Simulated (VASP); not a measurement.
# BAs (F-43m) in VASP: further runs

Runs on BAs. Level: PBE. Tasks: G0W0 quasiparticle levels.

All numbers are computed with VASP 6.6.1; they aren't measurements. Logs are shortened: lines on timing, memory, paths and dates and some standing lists are left out, and cuts for length are marked.

## 1. The cell of the first run

It takes space group F-43m (No. 216, cubic). The conventional cell has a = 4.777 Å, b = 4.777 Å, c = 4.777 Å, α = 90.00°, β = 90.00°, γ = 90.00°. B (site symmetry -43m) has 4 As at 2.07 Å within 2.7 Å. As (site symmetry -43m) has 4 B at 2.07 Å within 2.7 Å.

## 2. G0W0 quasiparticle levels, PBE

File POSCAR:

```
BAs
1.0
    0.0000000000      2.3885000000      2.3885000000
    2.3885000000      0.0000000000      2.3885000000
    2.3885000000      2.3885000000      0.0000000000
B As
1 1
Direct
    0.0000000000      0.0000000000      0.0000000000
    0.2500000000      0.2500000000      0.2500000000
```

File INCAR.step1:

```
PREC = Accurate
ENCUT = 500
EDIFF = 1E-8
ISMEAR = 0
SIGMA = 0.01
LREAL = F
LASPH = T
NELM = 60
ALGO = Normal
LWAVE = T
LCHARG = F
GGA = PE
```

File INCAR.step2:

```
PREC = Accurate
ENCUT = 500
EDIFF = 1E-8
ISMEAR = 0
SIGMA = 0.01
LREAL = F
LASPH = T
NELM = 1
ALGO = Exact
LWAVE = T
LCHARG = F
GGA = PE
NBANDS = 137
LOPTICS = T
ISTART = 1
```

File INCAR.step3:

```
PREC = Accurate
ENCUT = 500
EDIFF = 1E-8
ISMEAR = 0
SIGMA = 0.01
LREAL = F
LASPH = T
ALGO = EVGW0
LWAVE = F
LCHARG = F
GGA = PE
NELMGW = 1
NBANDS = 137
ENCUTGW = 113.3
NOMEGA = 48
PRECFOCK = Fast
ISTART = 1
NBANDSGW = 12
```

File KPOINTS:

```
regular mesh
0
Gamma
  4 4 4
```

Potentials or basis: VASP PAW PBE potentials, release 64 (B_GW, As_GW).

On the command line:

```bash
$ cat potpaw_PBE.64/B_GW/POTCAR potpaw_PBE.64/As_GW/POTCAR > POTCAR
$ cp INCAR.step1 INCAR
$ mpirun -np 1 vasp_std > vasp.out
$ cp INCAR.step2 INCAR
$ mpirun -np 1 vasp_std > vasp.out
$ cp INCAR.step3 INCAR
$ mpirun -np 1 vasp_std > vasp.out
```

OUTCAR:

```text
PREC = Accurate
   ENCUT = 500
   EDIFF = 1E-8
   ISMEAR = 0
   LREAL = F
   LASPH = T
   GGA = PE
   NELMGW = 1
   ENCUTGW = 113.3
   PRECFOCK = Fast
   ISTART = 1

 ion  position               nearest neighbor table
   1  0.000  0.000  0.000-   2 2.07   2 2.07   2 2.07   2 2.07
   2  0.250  0.250  0.250-   1 2.07   1 2.07   1 2.07   1 2.07

  LATTYP: Found a face centered cubic cell.
 ALAT       =     4.7770000000

  Lattice vectors:

 A1 = (   0.0000000000,   2.3885000000,   2.3885000000)
 A2 = (   2.3885000000,   0.0000000000,   2.3885000000)
 A3 = (   2.3885000000,   2.3885000000,   0.0000000000)

Analysis of symmetry for initial positions (statically):
=====================================================================
 Subroutine PRICEL returns:
 Original cell was already a primitive cell.

 Routine SETGRP: Setting up the symmetry group for a
 face centered cubic supercell.

 Subroutine GETGRP returns: Found 24 space group operations
 (whereof 24 operations were pure point group operations)
 out of a pool of 48 trial point group operations.

The static configuration has the point symmetry T_d .

Analysis of symmetry for dynamics (positions and initial velocities):
=====================================================================
 Subroutine PRICEL returns:
 Original cell was already a primitive cell.

 Routine SETGRP: Setting up the symmetry group for a
 face centered cubic supercell.

 Subroutine GETGRP returns: Found 24 space group operations
 (whereof 24 operations were pure point group operations)
 out of a pool of 48 trial point group operations.

The dynamic configuration has the point symmetry T_d .

 Subroutine INISYM returns: Found 24 space group operations
 (whereof 24 operations are pure point group operations),
 and found     1 'primitive' translations

----------------------------------------------------------------------------------------

                                     Primitive cell

  volume of cell :      27.2525

  direct lattice vectors                    reciprocal lattice vectors
     0.000000000  2.388500000  2.388500000    -0.209336404  0.209336404  0.209336404
     2.388500000  0.000000000  2.388500000     0.209336404 -0.209336404  0.209336404
     2.388500000  2.388500000  0.000000000     0.209336404  0.209336404 -0.209336404

  length of vectors
     3.377849094  3.377849094  3.377849094     0.362581287  0.362581287  0.362581287

  position of ions in fractional coordinates (direct lattice)
     0.000000000  0.000000000  0.000000000
     0.250000000  0.250000000  0.250000000

  ion indices of the primitive-cell ions
   primitive index   ion index
                 1           1
                 2           2

----------------------------------------------------------------------------------------

 KPOINTS: regular mesh

Automatic generation of k-mesh.
 Grid dimensions read from file:
 generate k-points for:    4    4    4

 Generating k-lattice:

  Cartesian coordinates                     Fractional coordinates (reciprocal lattice)
    -0.052334101  0.052334101  0.052334101     0.250000000  0.000000000  0.000000000
     0.052334101 -0.052334101  0.052334101     0.000000000  0.250000000  0.000000000
     0.052334101  0.052334101 -0.052334101     0.000000000  0.000000000  0.250000000

  Length of vectors
     0.090645322  0.090645322  0.090645322

  Shift w.r.t. Gamma in fractional coordinates (k-lattice)
     0.000000000  0.000000000  0.000000000

 Subroutine IBZKPT returns following result:
 ===========================================

 Found      8 irreducible k-points:

 Following reciprocal coordinates:
            Coordinates               Weight
  0.000000  0.000000  0.000000      1.000000
  0.250000  0.000000  0.000000      8.000000
  0.500000  0.000000  0.000000      4.000000
  0.250000  0.250000  0.000000      6.000000
  0.500000  0.250000  0.000000     24.000000
 -0.250000  0.250000  0.000000     12.000000
  0.500000  0.500000  0.000000      3.000000
 -0.250000  0.500000  0.250000      6.000000
   k-points           NKPTS =      8   k-points in BZ     NKDIM =     64   number of bands    NBANDS=    137
   number of dos      NEDOS =    301   number of ions     NIONS =      2
   total plane-waves  NPLWV =  21952
   dimension x,y,z NGX =    28 NGY =   28 NGZ =   28
   dimension x,y,z NGXF=    56 NGYF=   56 NGZF=   56
   ions per type =               1   1
   NGX,Y,Z   is equivalent  to a cutoff of  13.78, 13.78, 13.78 a.u.
   NGXF,Y,Z  is equivalent  to a cutoff of  27.56, 27.56, 27.56 a.u.
 SYSTEM =  unknown system
   PREC   = accura    normal or accurate (medium, high low for compatibility)
   ISTART =      1    job   : 0-new  1-cont  2-samecut
   ICHARG =      0    charge: 1-file 2-atom 10-const
   ISPIN  =      1    spin polarized calculation?
   LNONCOLLINEAR =      F non collinear calculations
   LSORBIT =      F    spin-orbit coupling
   LASPH  =      T    aspherical Exc in radial PAW
   ENCUT  =  500.0 eV  36.75 Ry    6.06 a.u.   6.16  6.16  6.16*2*pi/ulx,y,z
   NELM   =     60;   NELMIN=  2; NELMDL=  0     # of ELM steps
   EDIFF  = 0.1E-07   stopping-criterion for ELM
   LREAL  =      F    real-space projection
   EDIFFG = 0.1E-06   stopping-criterion for IOM
   NSW    =      0    number of steps for IOM
   IBRION =     -1    ionic relax: 0-MD 1-quasi-New 2-CG
   NFREE  =      0    steps in history (QN), initial steepest desc. (CG)
   ISIF   =      0    stress and relaxation
   ISYM   =      3    0-nonsym 1-usesym 2-fastsym
   POTIM  = 0.5000    time-step for ionic-motion
   TEBEG  =    0.0;   TEEND  =   0.0 temperature during run
   PSTRESS=    0.0 pullay stress
   NELECT =       8.0000    total number of electrons
   NUPDOWN=      -1.0000    fix difference up-down
   EMIN   =  10.00;   EMAX   =-10.00  energy-range for DOS
   EFERMI =   0.00;   METHOD = LEGACY
   ISMEAR =     0;   SIGMA  =   0.01  broadening in eV -4-tet -1-fermi 0-gaus
   EFERMI_NEDOS =   21; number of points for ismear=-14 and -15
   IALGO  =     38    algorithm
   IMIX   =      4    mixing-type and parameters
     AMIX     =   0.40;   BMIX     =  1.00
     AMIX_MAG =   1.60;   BMIX_MAG =  1.00
  volume/ion in A,a.u.               =      13.63        91.95
  Fermi-wavevector in a.u.,A,eV,Ry     =   1.088018  2.056057 16.106360  1.183784
  Thomas-Fermi vector in A             =   2.224191
   LORBIT       =      0    0 simple, 1 ext, 2 COOP (PROOUT), +10 PAW based schemes
   GGA     = PE    functional components
   LHFCALC =     T    Hartree Fock is set to
   PRECFOCK=fast      Normal, Fast or Accurate (Low or Medium for compatibility)
   ENCUT4O =  -1.0   cutoff for four orbital integrals eV
   NKREDX  =     1    reduce k-point grid by
   NKREDY  =     1    reduce k-point grid by
   NKREDZ  =     1    reduce k-point grid by
   AEXX    =    1.0000 exact exchange contribution
   HFSCREEN=    0.0000 screening length (either q_TF or 0.3 A-1)
   HFSCREENC=   0.0000 screening length for correlation (either q_TF or 0.3 A-1)
   ENCUTFOCK=  -1.0 apply spherical cutoff to Coloumb kernel
   IVDW    =     0    specifies the selected vdW correction
   LEPSILON=     F    determine dielectric tensor
   LRPA    =     F    only Hartree local field effects (RPA)
   LRPAFORCE           =     F    calculate RPA forces
   ENCUTGW             = 113.3    cutoff for response function in eV
   ENCUTGWSOFT         =  90.6    soft cutoff for Coulomb kernel in GW response function in eV
   ENCUTLF             =  -1.0    cutoff for local field effects
   NELMGW              =     1    number of iterations in solving QP/BSE equation
   NELMHF              =     1    number of iterations in the inner HF iteration
   NKREDLFX            =     1    NKREDLFY  =   1   NKREDLFZ  =   1
 non-spin polarized calculation
 Gauss-broadening in eV      SIGMA  =   0.01
  energy-cutoff  :      500.00
  volume of cell :       27.25
 maximum number of plane-waves:       701
 NGX is ok and might be reduce to    28
  NGX = 14; NGY = 14; NGZ = 14
   NGX = 13   NGY = 13   NGZ = 13
 maximum number of plane-waves:        80
 NGX is ok and might be reduce to    14

 QP shifts <psi_nk| G(iteration)W_0 |psi_nk>: iteration 1
 for sc-GW calculations column KS-energies equals QP-energies in previous step
 and V_xc(KS)=  KS-energies - (<T + V_ion + V_H > + <T+V_H+V_ion>^1  + <V_x>^1)

 k-point   1 :       0.0000    0.0000    0.0000
  band No.  KS-energies  QP-energies   sigma(KS)   V_xc(KS)     V^pw_x(r,r')   Z            occupation Imag(sigma)

      1      -9.2128      -9.9685     -12.7038     -11.6507     -19.5818       0.7176       2.0000       1.2685
      2       6.2036       5.7381     -13.1878     -12.5970     -14.3134       0.7880       2.0000       0.0842
      3       6.2036       5.7381     -13.1878     -12.5970     -14.3134       0.7880       2.0000       0.0842
      4       6.2036       5.7381     -13.1878     -12.5970     -14.3134       0.7880       2.0000       0.0842
      5       9.4627       9.7702     -10.9905     -11.3817      -6.5811       0.7859       0.0000      -0.0697
      6       9.4627       9.7702     -10.9905     -11.3817      -6.5811       0.7859       0.0000      -0.0697
      7       9.4627       9.7702     -10.9905     -11.3817      -6.5811       0.7859       0.0000      -0.0697
      8      10.8666      11.4546     -11.8367     -12.6108      -6.4529       0.7596       0.0000      -0.1104
      9      15.7678      15.7444      -8.9270      -8.8972      -3.0349       0.7876       0.0000      -0.2837
     10      19.1303      19.1478     -10.3849     -10.4076      -4.3645       0.7765       0.0000      -0.3288
     11      19.1303      19.1478     -10.3849     -10.4076      -4.3645       0.7765       0.0000      -0.3288
     12      20.5435      20.5520      -9.0024      -9.0132      -2.4955       0.7865       0.0000      -0.4736

 k-point   2 :       0.2500    0.0000    0.0000
  band No.  KS-energies  QP-energies   sigma(KS)   V_xc(KS)     V^pw_x(r,r')   Z            occupation Imag(sigma)

      1      -8.2102      -8.9096     -12.7304     -11.7490     -19.2774       0.7126       2.0000       1.1220
      2       1.2548       0.6230     -12.6549     -11.8208     -15.3220       0.7576       2.0000       0.1547
      3       5.0505       4.5523     -12.9886     -12.3538     -14.4170       0.7850       2.0000       0.0871
      4       5.0505       4.5523     -12.9886     -12.3538     -14.4170       0.7850       2.0000       0.0871
      5       9.2526       9.5795     -11.1911     -11.6102      -6.5579       0.7802       0.0000      -0.0783
      6      10.8401      11.1553     -11.0264     -11.4322      -6.2039       0.7767       0.0000      -0.0933
      7      10.8401      11.1553     -11.0264     -11.4322      -6.2039       0.7767       0.0000      -0.0933
      8      14.0955      14.4770     -11.2420     -11.7501      -5.1316       0.7508       0.0000      -0.2147
      9      17.4095      17.4022      -9.8510      -9.8417      -3.9858       0.7817       0.0000      -0.3039
     10      17.4095      17.4022      -9.8510      -9.8417      -3.9858       0.7817       0.0000      -0.3039
     11      17.4781      17.4903      -9.0735      -9.0891      -2.9662       0.7794       0.0000      -0.3556
     12      20.8807      20.9967      -9.6947      -9.8459      -2.9996       0.7672       0.0000      -0.5561
[... 68 lines left out ...]
      1      -5.0197      -5.5405     -12.9620     -12.2480     -18.2316       0.7294       2.0000       0.6463
      2      -2.3354      -3.0957     -12.8873     -11.8369     -17.3753       0.7238       2.0000       0.4180
      3       2.1131       1.4807     -12.6657     -11.8379     -15.1182       0.7638       2.0000       0.1263
      4       2.1131       1.4807     -12.6657     -11.8379     -15.1182       0.7638       2.0000       0.1263
      5       7.6146       7.5730     -10.1053     -10.0530      -5.8253       0.7958       0.0000      -0.0754
      6       7.6268       7.7174      -9.8917     -10.0048      -5.5922       0.8009       0.0000      -0.0771
      7      17.5622      18.0298     -11.6833     -12.3184      -4.4984       0.7364       0.0000      -0.4614
      8      17.5622      18.0298     -11.6833     -12.3184      -4.4984       0.7364       0.0000      -0.4614
      9      19.0698      19.4866     -11.1297     -11.6915      -3.8688       0.7419       0.0000      -0.5045
     10      23.4517      23.7280     -11.0397     -11.4119      -3.6187       0.7426       0.0000      -0.8712
     11      23.9992      24.0803     -10.5606     -10.6664      -3.8602       0.7662       0.0000      -0.7290
     12      23.9992      24.0803     -10.5606     -10.6664      -3.8602       0.7662       0.0000      -0.7290

 k-point   8 :      -0.2500    0.5000    0.2500
  band No.  KS-energies  QP-energies   sigma(KS)   V_xc(KS)     V^pw_x(r,r')   Z            occupation Imag(sigma)

      1      -4.8581      -5.3642     -13.0464     -12.3582     -18.2697       0.7354       2.0000       0.6343
      2      -1.8675      -2.6381     -13.1781     -12.1176     -17.5400       0.7266       2.0000       0.3895
      3       0.6993       0.0148     -12.0083     -11.1098     -14.6810       0.7618       2.0000       0.1602
      4       0.9947       0.3181     -12.0957     -11.2054     -14.6732       0.7599       2.0000       0.1510
      5      11.4396      11.5677     -10.4442     -10.6091      -5.3183       0.7764       0.0000      -0.1143
      6      12.1230      12.6554     -11.2821     -11.9835      -5.6468       0.7590       0.0000      -0.1434
      7      12.9891      13.0411      -9.9797     -10.0459      -4.9042       0.7868       0.0000      -0.1367
      8      13.2196      13.4890     -11.0423     -11.3951      -5.3602       0.7637       0.0000      -0.1811
      9      18.4843      18.8166     -11.3719     -11.8191      -4.2228       0.7430       0.0000      -0.4781
     10      21.7195      22.0618     -11.3379     -11.7911      -4.2044       0.7554       0.0000      -0.7197
     11      21.8801      21.9751     -10.4024     -10.5277      -3.3287       0.7579       0.0000      -0.6353
     12      25.0592      25.3473     -10.5986     -10.9785      -3.4365       0.7583       0.0000      -0.9143
```

Wall time 27 s (1 thread of Intel Xeon 6975P-C (Granite Rapids), shared host); peak memory 0.24 GiB.

Results:

```
Quasiparticle gap                                   : 1.83 eV
Least direct quasiparticle gap                      : 4.03 eV
Band gap of the starting levels on the mesh         : 1.41 eV
Least direct gap of the starting levels on the mesh : 3.26 eV
```

Caveat: the k points lie up to 0.57 Å⁻¹ apart; bands, screening cutoff and mesh are small and nothing is extrapolated, so the quasiparticle values aren't converged.

(Part 1 of 2 ends here.)
